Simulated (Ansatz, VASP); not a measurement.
One calculation of TiSi2, two programs

```
Ti Si
1.0
     0.00000    4.03955    4.16533
     2.34364    0.00000    4.16533
     2.34364    4.03955    0.00000
Ti Si
2 4
Direct
  0.75000 0.75000 0.75000
  0.50000 0.50000 0.50000
  0.08683 0.41317 0.08683
  0.41317 0.08683 0.41317
  0.16317 0.83683 0.16317
  0.83683 0.16317 0.83683
```

Alike in both runs: functional r2SCAN; k mesh 8 × 8 × 8; occupations fermi-dirac, width 0.1 eV; no spin polarisation.

Ansatz relaxed the structure, and its values are those at the end. VASP's run is a single point on that final structure, the one shown.

```csv
,VASP,Ansatz
version,VASP 6.6.1,Ansatz 0.2.0
potentials or method,"VASP PAW PBE potentials, release 64 (Ti_sv, Si), cutoff 550 eV",PAW plane waves
valence electrons in the cell,40,40
```

|  | VASP | Ansatz | Ansatz less VASP |
| --- | --- | --- | --- |
| pressure (GPa) | 11.0 | 10.7 | -0.25 |

VASP's potentials were made for PBE, not for r2SCAN. Ansatz's warnings: stress scf threshold loose.
